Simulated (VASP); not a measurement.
# H3C2N in VASP: a series of runs

Runs on H3C2N. Level: PBE. Tasks: single point.

Program: VASP 6.6.1. These are calculated values, not measurements. Logs are shortened: lines on timing, memory, paths and dates and some standing lists are left out, and cuts for length are marked.

### 1 The cell of the first run

The cell holds an amorphous packing of atoms, 36 atoms: a = 8.052 Å, b = 8.052 Å, c = 8.052 Å, α = 90.00°, β = 90.00°, γ = 90.00°.

### 2 Single point, PBE

Contents of INCAR:

```
PREC = Accurate
ENCUT = 520
EDIFF = 1E-6
ISMEAR = -1
SIGMA = 0.05
LREAL = Auto
LASPH = T
NELM = 100
ALGO = Normal
ISIF = 2
LWAVE = F
LCHARG = T
GGA = PE
LELF = T
LVHAR = T
NBANDS = 72
```

Contents of KPOINTS:

```
regular mesh
0
Gamma
  1 1 1
```

Contents of POSCAR:

```
H3C2N
1.0
    8.0517480000      0.0000000000      0.0000000000
    0.0000000000      8.0517480000      0.0000000000
    0.0000000000      0.0000000000      8.0517480000
C N H
12 6 18
Direct
    0.6867204488      0.2295774781      0.9232280990
    0.7940511799      0.2945571570      0.7900396287
    0.4837086307      0.3305866006      0.3653740778
    0.5076910008      0.1710932831      0.4559631027
    0.1607849625      0.8666441126      0.4481759737
    0.0514422458      0.9009223836      0.5847674319
    0.0871115191      0.6213681799      1.0199648573
    0.2604030827      0.5928526327      0.9836125025
    0.3148260477      0.0481758744     -0.0676623262
    0.1853137977      0.1210172002      0.0475424715
    0.6988544599      0.7001709442      0.6118298784
    0.7562084655      0.6919367074      0.4384389576
    0.8887883724      0.3454405180      0.6957495441
    0.5115410964      0.0434564023      0.5228678294
   -0.0280187606      0.9229424468      0.7022574477
    0.3981868285      0.5890397961      0.9441179729
    0.0856087399      0.1693421106      0.1367404941
    0.7872948830      0.6848699189      0.2983575740
    0.5652933996      0.2988791999      0.9275625616
    0.6553980577      0.0989847174      0.8947622305
    0.7471172719      0.2246468717      1.0403952036
    0.5750552551      0.4257088026      0.4119353959
    0.4867266089      0.3246996801      0.2318378568
    0.3604310517      0.3827243476      0.3821778824
    0.1188685985      0.9196139770      0.3307853152
    0.2871798770      0.9167947134      0.4654765648
    0.1885925888      0.7293944122      0.4427734201
    0.0091036133      0.5902817624      0.9085604766
    0.0306393096      0.5465272882      1.1305247010
    0.0643090171      0.7486697299      1.0391035586
    0.3441488730      0.1439314792     -0.1686341897
    0.4309995792      0.0053156159     -0.0091781313
    0.2627752384     -0.0591796961     -0.1292390174
    0.7465708067      0.5818612306      0.6788588018
    0.7358650569      0.8222686552      0.6575094004
    0.5676655554      0.6653834670      0.5986153566
```

Potentials or basis: VASP PAW PBE potentials, release 64 (C, N, H).

Run with:

```sh
$ cat potpaw_PBE.64/C/POTCAR potpaw_PBE.64/N/POTCAR potpaw_PBE.64/H/POTCAR > POTCAR
$ mpirun -np 1 vasp_gam > vasp.out
```

OUTCAR:

```text
PREC = Accurate
   ENCUT = 520
   EDIFF = 1E-6
   ISMEAR = -1
   LREAL = Auto
   LASPH = T
   NELM = 100
   ISIF = 2
   GGA = PE

 ion  position               nearest neighbor table
   1  0.687  0.230  0.923-  21 1.06  20 1.11  19 1.13   2 1.47
   2  0.794  0.295  0.790-  13 1.15   1 1.47
   3  0.484  0.331  0.365-  23 1.08  24 1.09  22 1.13   4 1.49
   4  0.508  0.171  0.456-  14 1.16   3 1.49
   5  0.161  0.867  0.448-  25 1.09  26 1.10  27 1.13   6 1.44
   6  0.051  0.901  0.585-  15 1.16   5 1.44
   7  0.087  0.621  0.020-  30 1.05  28 1.12  29 1.17   8 1.44
   8  0.260  0.593  0.984-  16 1.15   7 1.44
   9  0.315  0.048  0.932-  33 1.08  32 1.10  31 1.15  10 1.51
  10  0.185  0.121  0.048-  17 1.15   9 1.51
  11  0.699  0.700  0.612-  35 1.09  36 1.10  34 1.16  12 1.47
  12  0.756  0.692  0.438-  18 1.16  11 1.47
  13  0.889  0.345  0.696-   2 1.15
  14  0.512  0.043  0.523-   4 1.16
  15  0.972  0.923  0.702-   6 1.16
  16  0.398  0.589  0.944-   8 1.15
  17  0.086  0.169  0.137-  10 1.15
  18  0.787  0.685  0.298-  12 1.16
[... 16 lines left out ...]
  35  0.736  0.822  0.658-  11 1.09
  36  0.568  0.665  0.599-  11 1.10

  LATTYP: Found a simple cubic cell.
 ALAT       =     8.0517480000

  Lattice vectors:

 A1 = (   8.0517480000,   0.0000000000,   0.0000000000)
 A2 = (   0.0000000000,   8.0517480000,   0.0000000000)
 A3 = (   0.0000000000,   0.0000000000,   8.0517480000)

Analysis of symmetry for initial positions (statically):
=====================================================================
 Subroutine PRICEL returns:
 Original cell was already a primitive cell.

 Routine SETGRP: Setting up the symmetry group for a
 simple cubic supercell.

 Subroutine GETGRP returns: Found  1 space group operations
 (whereof  1 operations were pure point group operations)
 out of a pool of 48 trial point group operations.

The static configuration has the point symmetry C_1 .

Analysis of symmetry for dynamics (positions and initial velocities):
=====================================================================
 Subroutine PRICEL returns:
 Original cell was already a primitive cell.

 Routine SETGRP: Setting up the symmetry group for a
 simple cubic supercell.

 Subroutine GETGRP returns: Found  1 space group operations
 (whereof  1 operations were pure point group operations)
 out of a pool of 48 trial point group operations.

The dynamic configuration has the point symmetry C_1 .

 Subroutine INISYM returns: Found  1 space group operations
 (whereof  1 operations are pure point group operations),
 and found     1 'primitive' translations

----------------------------------------------------------------------------------------

                                     Primitive cell

  volume of cell :     522.0000

  direct lattice vectors                    reciprocal lattice vectors
     8.051748000  0.000000000  0.000000000     0.124196634  0.000000000  0.000000000
     0.000000000  8.051748000  0.000000000     0.000000000  0.124196634  0.000000000
     0.000000000  0.000000000  8.051748000     0.000000000  0.000000000  0.124196634

  length of vectors
     8.051748000  8.051748000  8.051748000     0.124196634  0.124196634  0.124196634

  position of ions in fractional coordinates (direct lattice)
     0.686720449  0.229577478  0.923228099
     0.794051180  0.294557157  0.790039629
     0.483708631  0.330586601  0.365374078
     0.507691001  0.171093283  0.455963103
     0.160784963  0.866644113  0.448175974
     0.051442246  0.900922384  0.584767432
[... 28 lines left out ...]
     0.735865057  0.822268655  0.657509400
     0.567665555  0.665383467  0.598615357

  ion indices of the primitive-cell ions
   primitive index   ion index
                 1           1
                 2           2
                 3           3
                 4           4
                 5           5
                 6           6
[... 28 lines left out ...]
                35          35
                36          36

----------------------------------------------------------------------------------------

 KPOINTS: regular mesh

Automatic generation of k-mesh.
 Grid dimensions read from file:
 generate k-points for:    1    1    1

 Generating k-lattice:

  Cartesian coordinates                     Fractional coordinates (reciprocal lattice)
     0.124196634  0.000000000  0.000000000     1.000000000  0.000000000  0.000000000
     0.000000000  0.124196634  0.000000000     0.000000000  1.000000000  0.000000000
     0.000000000  0.000000000  0.124196634     0.000000000  0.000000000  1.000000000

  Length of vectors
     0.124196634  0.124196634  0.124196634

  Shift w.r.t. Gamma in fractional coordinates (k-lattice)
     0.000000000  0.000000000  0.000000000

 Subroutine IBZKPT returns following result:
 ===========================================

 Found      1 irreducible k-points:

 Following reciprocal coordinates:
            Coordinates               Weight
  0.000000  0.000000  0.000000      1.000000
   k-points           NKPTS =      1   k-points in BZ     NKDIM =      1   number of bands    NBANDS=     72
   number of dos      NEDOS =    301   number of ions     NIONS =     36
   total plane-waves  NPLWV = 216000
   dimension x,y,z NGX =    60 NGY =   60 NGZ =   60
   dimension x,y,z NGXF=   120 NGYF=  120 NGZF=  120
   ions per type =              12   6  18
   NGX,Y,Z   is equivalent  to a cutoff of  12.39, 12.39, 12.39 a.u.
   NGXF,Y,Z  is equivalent  to a cutoff of  24.78, 24.78, 24.78 a.u.
 SYSTEM =  unknown system
   PREC   = accura    normal or accurate (medium, high low for compatibility)
   ISTART =      0    job   : 0-new  1-cont  2-samecut
   ICHARG =      2    charge: 1-file 2-atom 10-const
   ISPIN  =      1    spin polarized calculation?
   LNONCOLLINEAR =      F non collinear calculations
   LSORBIT =      F    spin-orbit coupling
   LASPH  =      T    aspherical Exc in radial PAW
   ENCUT  =  520.0 eV  38.22 Ry    6.18 a.u.  14.97 14.97 14.97*2*pi/ulx,y,z
   NELM   =    100;   NELMIN=  2; NELMDL= -5     # of ELM steps
   EDIFF  = 0.1E-05   stopping-criterion for ELM
   LREAL  =      T    real-space projection
   EDIFFG = 0.1E-04   stopping-criterion for IOM
   NSW    =      0    number of steps for IOM
   IBRION =     -1    ionic relax: 0-MD 1-quasi-New 2-CG
   NFREE  =      0    steps in history (QN), initial steepest desc. (CG)
   ISIF   =      2    stress and relaxation
   ISYM   =      2    0-nonsym 1-usesym 2-fastsym
   POTIM  = 0.5000    time-step for ionic-motion
   TEBEG  =    0.0;   TEEND  =   0.0 temperature during run
   PSTRESS=    0.0 pullay stress
   NELECT =      96.0000    total number of electrons
   NUPDOWN=      -1.0000    fix difference up-down
   EMIN   =  10.00;   EMAX   =-10.00  energy-range for DOS
   EFERMI =   0.00;   METHOD = LEGACY
   ISMEAR =    -1;   SIGMA  =   0.05  broadening in eV -4-tet -1-fermi 0-gaus
   EFERMI_NEDOS =   21; number of points for ismear=-14 and -15
   IALGO  =     38    algorithm
   IMIX   =      4    mixing-type and parameters
     AMIX     =   0.40;   BMIX     =  1.00
     AMIX_MAG =   1.60;   BMIX_MAG =  1.00
  volume/ion in A,a.u.               =      14.50        97.85
  Fermi-wavevector in a.u.,A,eV,Ry     =   0.930983  1.759303 11.792568  0.866729
  Thomas-Fermi vector in A             =   2.057429
   LORBIT       =      0    0 simple, 1 ext, 2 COOP (PROOUT), +10 PAW based schemes
   GGA     = PE    functional components
   LHFCALC =     F    Hartree Fock is set to
   AEXX    =    0.0000 exact exchange contribution
   IVDW    =     0    specifies the selected vdW correction
   LEPSILON=     F    determine dielectric tensor
   LRPA    =     F    only Hartree local field effects (RPA)
 non-spin polarized calculation
  energy-cutoff  :      520.00
  volume of cell :      522.00
 maximum number of plane-waves:      6999
 NGX is ok and might be reduce to    60
   NGX = 29   NGY = 29   NGZ = 29

 number of electron      96.0000000 magnetization

 Free energy of the ion-electron system (eV)
  ---------------------------------------------------
  ext. energy  EPLUGINS =         0.00000000
  ---------------------------------------------------
  free energy    TOTEN  =      -220.04363495 eV

  energy without entropy =     -220.04363495  energy(sigma->0) =     -220.04363495

 E-fermi :  -3.1547     XC(G=0):  -6.2215

 val. band max:       -4.4009580769   @ k =   0.0000   0.0000   0.0000
 cond. band min:       1.5374103488   @ k =   0.0000   0.0000   0.0000
 fundamental gap:      5.9383684257
 Fermi energy:        -3.1547301419

 k-point     1 :       0.0000    0.0000    0.0000
  band No.  band energies     occupation
      1     -19.9963      2.00000
      2     -19.9723      2.00000
      3     -19.7536      2.00000
      4     -19.7170      2.00000
      5     -19.6783      2.00000
      6     -19.2829      2.00000
[... 52 lines left out ...]
     59       2.8868      0.00000
     60       3.2044      0.00000
 [bands above 60 left out]

------------------------ aborting loop because EDIFF is reached ----------------------------------------

  FORCE on cell =-STRESS in cart. coord.  units (eV):
  Direction    XX          YY          ZZ          XY          YZ          ZX
  --------------------------------------------------------------------------------------
  -------------------------------------------------------------------------------------
  Total        3.6469044     -1.7938026      2.2709466      1.4199175      4.6783923     -1.3774362
  in kB       11.1934623     -5.5057275      6.9702280      4.3581599     14.3594133     -4.2277718
  external PRESSURE =       4.2193209 kB  Pullay stress =       0.0000000 kB

 VOLUME and BASIS-vectors are now :
 -----------------------------------------------------------------------------
  energy-cutoff  :      520.00
  volume of cell :      522.00
      direct lattice vectors                 reciprocal lattice vectors
     8.051748000  0.000000000  0.000000000     0.124196634  0.000000000  0.000000000
     0.000000000  8.051748000  0.000000000     0.000000000  0.124196634  0.000000000
     0.000000000  0.000000000  8.051748000     0.000000000  0.000000000  0.124196634

 POSITION                                       TOTAL-FORCE (eV/Angst)
 -----------------------------------------------------------------------------------
      5.52930      1.84850      7.43360        -1.170510     -0.122311     -1.780714
      6.39350      2.37170      6.36120        -1.167547     -0.934132      2.155788
      3.89470      2.66180      2.94190         0.746286      0.226232      1.358864
      4.08780      1.37760      3.67130        -0.660288      1.532263     -1.291057
      1.29460      6.97800      3.60860         1.091895     -1.022730     -0.228996
      0.41420      7.25400      4.70840         0.963333     -0.082888     -0.689593
[... 28 lines left out ...]
      5.92500      6.62070      5.29410        -0.497723     -0.244776      0.621573
      4.57070      5.35750      4.81990        -0.387362      0.874523      0.464106
 -----------------------------------------------------------------------------------
    total drift:                               -0.007030      0.005911      0.007329

  FREE ENERGIE OF THE ION-ELECTRON SYSTEM (eV)
  ---------------------------------------------------
  free  energy   TOTEN  =      -220.0436349512 eV

  energy  without entropy=     -220.0436349512  energy(sigma->0) =     -220.04363495
```

Wall time 78 s (1 thread of Intel Xeon Platinum 8259CL at 2.50GHz (Skylake/Cascade Lake), shared host); peak memory 0.47 GiB.

What came out:

| Item | Value |
| --- | --- |
| Free energy | -220.0436 eV |
| Pressure | 0.4 GPa |
| Largest force | 4.372 eV/Å |
| Band gap on the k mesh | 5.94 eV |

Forces on the atoms (eV/Å):
```
C   -1.171 -0.122 -1.781
C   -1.168 -0.934  2.156
C    0.746  0.226  1.359
C   -0.660  1.532 -1.291
C    1.092 -1.023 -0.229
C    0.963 -0.083 -0.690
C   -1.355 -2.441  0.307
C   -1.532  0.317  0.327
C   -0.696  1.651 -0.180
C    3.195 -1.772 -2.401
C    0.380 -2.423 -0.972
C   -0.457 -0.028  1.504
N    0.986  0.613 -1.236
N    0.268 -0.281  0.357
N   -0.538  0.380  0.971
N    1.481 -0.383 -0.305
N   -1.710  0.975  1.506
N    0.445 -0.055 -1.161
H    0.925 -0.150  0.077
H    0.161  0.196 -0.205
H    0.723  0.389  1.025
H   -0.423 -0.680 -0.499
H    0.676 -0.499 -0.652
H   -0.518 -0.123  0.692
H   -0.392 -0.241 -0.144
H   -0.240  0.328  0.442
H   -0.688  0.710 -0.274
H    0.510 -0.090  0.494
H    0.989  0.920 -1.349
H   -0.169  1.554  0.492
H   -0.269 -0.949  0.996
H   -0.378  0.341  0.315
H   -0.371 -0.312 -0.249
H    0.079  1.827 -0.487
H   -0.498 -0.245  0.622
H   -0.387  0.875  0.464
```

Levels at points of the mesh, in eV from the valence-band top:
| k point | band 45 | band 46 | band 47 | band 48 | band 49 | band 50 | band 51 | band 52 |
| --- | --- | --- | --- | --- | --- | --- | --- | --- |
| (0.00, 0.00, 0.00) | -0.51 | -0.42 | -0.22 | 0.00 | 5.94 | 6.38 | 6.51 | 6.66 |

Caveat: the k points lie up to 0.78 Å⁻¹ apart.

### 3 Single point, PBE

Contents of INCAR:

```
SYSTEM = H3C2N
PREC = Accurate ; ENCUT = 520
EDIFF = 1E-6 ; ISMEAR = -1
SIGMA = 0.05 ; LREAL = Auto
LASPH = .TRUE. ; NELM = 60
ALGO = Normal ; ISIF = 2
LWAVE = .FALSE. ; LCHARG = .FALSE.
GGA = PE ; NBANDS = 72
```

Contents of KPOINTS:

```
Automatic mesh
0
G
  1 1 1
  0 0 0
```

Contents of POSCAR:

```
H3C2N
1.0
    8.0517480000      0.0000000000      0.0000000000
    0.0000000000      8.0517480000      0.0000000000
    0.0000000000      0.0000000000      8.0517480000
C N H
12 6 18
Direct
    0.6761637349      0.2362344177      0.9081630473
    0.8037385174      0.2966188212      0.8031175342
    0.5227063738      0.3758562737      0.3745522090
    0.5140250291      0.2095197217      0.4452697725
    0.1483528794      0.8657995754      0.4486975996
    0.0377930357      0.9021767696      0.5835999835
    0.0917688929      0.6275407526      0.9797375675
    0.2626262024      0.5881083213      0.9578789599
    0.2873910112      0.0485857232     -0.0874716894
    0.1963921375      0.1198249126      0.0404384241
    0.6784241136      0.6914895995      0.6075575142
    0.7461112792      0.6945324171      0.4367126244
    0.9043998893      0.3469681366      0.7093242362
    0.5108580149      0.0876579843      0.5189432158
   -0.0442140017      0.9336730360      0.6976124936
    0.3980377925      0.5322943540      0.9417458172
    0.1179619630      0.1730555899      0.1478312535
    0.8073153805      0.6732451140      0.3058217917
    0.5743473343      0.3229485076      0.9069955990
    0.6287702993      0.1075542851      0.8797592771
    0.7473408259      0.2178533158      1.0274539144
    0.6239266306      0.4377434565      0.4342535310
    0.5336977759      0.3739933242      0.2383705998
    0.4014407803      0.4459031753      0.3913435940
    0.1001397461      0.9097403446      0.3320645405
    0.2695563746      0.9285064560      0.4515044435
    0.1604744709      0.7271464532      0.4256839633
    0.0110535004      0.5600647213      0.8915206984
    0.0631664081      0.5898470742      1.0982211564
    0.0540131162      0.7651133642      0.9655667316
    0.3034620557      0.1289161062     -0.1945788666
    0.4132394605      0.0353836210     -0.0431459107
    0.2546279392     -0.0798460160     -0.1162356298
    0.7797809867      0.6555967723      0.6867577078
    0.6591487960      0.8196977849      0.6326328146
    0.5880959017      0.5952993064      0.6485175641
```

Potentials or basis: VASP PAW PBE potentials, release 64 (C, N, H).

Run with:

```sh
$ cat potpaw_PBE.64/C/POTCAR potpaw_PBE.64/N/POTCAR potpaw_PBE.64/H/POTCAR > POTCAR
$ mpirun -np 1 vasp_gam > vasp.out
```

It took 70 s on 1 thread of Intel Xeon Platinum 8259CL at 2.50GHz (Skylake/Cascade Lake), shared host; peak memory 0.47 GiB.

It converged, with:

```
Free energy            : -219.8264 eV
Pressure               : 1.2 GPa
Largest force          : 3.227 eV/Å
Band gap on the k mesh : 6.11 eV
```

Forces on the atoms (eV/Å):
```
C    0.770 -1.813  1.237
C    1.394  0.352 -2.466
C   -1.845 -0.385 -0.615
C   -0.183  2.356 -0.974
C    0.456 -1.315 -0.913
C    0.753  0.057 -0.367
C   -0.756  2.240 -2.196
C    2.458 -1.248 -0.789
C    1.695 -0.813 -0.991
C   -0.774  0.121  0.244
C    0.914 -0.534 -0.731
C   -0.091 -1.487 -0.121
N   -0.870 -0.268  1.090
N   -0.081 -2.086  1.000
N   -0.456  0.123  0.614
N   -1.867  1.107  0.216
N   -0.794  0.707  1.175
N   -0.444  0.584  0.813
H   -0.486  0.483  0.597
H    0.609  0.862 -0.398
H   -1.020  0.411 -0.055
H    0.577  0.440 -0.014
H    0.454 -0.091  0.114
H    0.872 -0.599  0.318
H   -0.768  0.413 -0.551
H    0.078 -0.193  0.702
H    0.071  0.977  0.568
H    0.362 -0.104  0.037
H   -1.032 -0.708  2.608
H    0.699 -1.379  0.167
H   -0.488  0.002 -0.514
H    0.761 -0.098  0.394
H   -0.498  0.166 -0.336
H    0.963 -0.009  0.330
H   -1.041  0.923  0.737
H   -0.392  0.807 -0.929
```

Stress tensor (GPa, compression positive):
```
 1.08  0.28 -0.44
 0.28  0.53  0.57
-0.44  0.57  2.06
```

Levels at points of the mesh, in eV from the valence-band top:
| k point | band 45 | band 46 | band 47 | band 48 | band 49 | band 50 | band 51 | band 52 |
| --- | --- | --- | --- | --- | --- | --- | --- | --- |
| (0.00, 0.00, 0.00) | -0.30 | -0.21 | -0.15 | 0.00 | 6.11 | 6.31 | 6.62 | 6.73 |

Caveat: the k points lie up to 0.78 Å⁻¹ apart.

[end of part 1 of 3]
